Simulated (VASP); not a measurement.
A run of VASP 6.6.1:

The input POSCAR:

```
NiO
1.0
    0.0000000000      2.0913095100      2.0913095100
    2.0913095100      0.0000000000      2.0913095100
    2.0913095100      2.0913095100      0.0000000000
Ni O
1 1
Direct
    0.0000000000      0.0000000000      0.0000000000
    0.5000000000      0.5000000000      0.5000000000
```

Contents of INCAR.step1:

```
PREC = Accurate ; ENCUT = 520
EDIFF = 1E-6 ; ISMEAR = -1
SIGMA = 0.05 ; LREAL = F
LASPH = T ; NELM = 200
ALGO = Normal ; ISIF = 2
LWAVE = F ; LCHARG = T
ISPIN = 2 ; MAGMOM = 1 0
LMAXMIX = 4 ; GGA = RP
NBANDS = 23 ; GGA_COMPAT = F
NEDOS = 2001 ; LORBIT = 11
```

File KPOINTS.step1:

```
Automatic mesh
0
Gamma
  6 6 6
```

INCAR.step2

```
PREC = Accurate ; ENCUT = 520
EDIFF = 1E-6 ; ISMEAR = -5
SIGMA = 0.05 ; LREAL = F
LASPH = T ; NELM = 200
ALGO = Normal ; ISIF = 2
LWAVE = F ; LCHARG = F
ISPIN = 2 ; MAGMOM = 1 0
LORBIT = 10 ; LMAXMIX = 4
GGA = RP ; NEDOS = 2001
ICHARG = 11 ; GGA_COMPAT = F
```

File KPOINTS.step2:

```
Automatic mesh
0
Gamma
  9 9 9
```

Potentials or basis: VASP PAW PBE potentials, release 64 (Ni_sv_GW, O).

The run is started by

```console
$ cat potpaw_PBE.64/Ni_sv_GW/POTCAR potpaw_PBE.64/O/POTCAR > POTCAR
$ cp INCAR.step1 INCAR
$ cp KPOINTS.step1 KPOINTS
$ mpirun -np 1 vasp_std > vasp.out
$ cp INCAR.step2 INCAR
$ cp KPOINTS.step2 KPOINTS
$ mpirun -np 1 vasp_std > vasp.out
```

Hardware: 1 thread of Intel(R) Xeon(R) Platinum 8488C (Sapphire Rapids), with other jobs on the host.

Estimate the wall time of this run.

It took 33 s on 1 thread of Intel(R) Xeon(R) Platinum 8488C (Sapphire Rapids) (shared host), peak memory 0.16 GiB. Counts: k points 35.
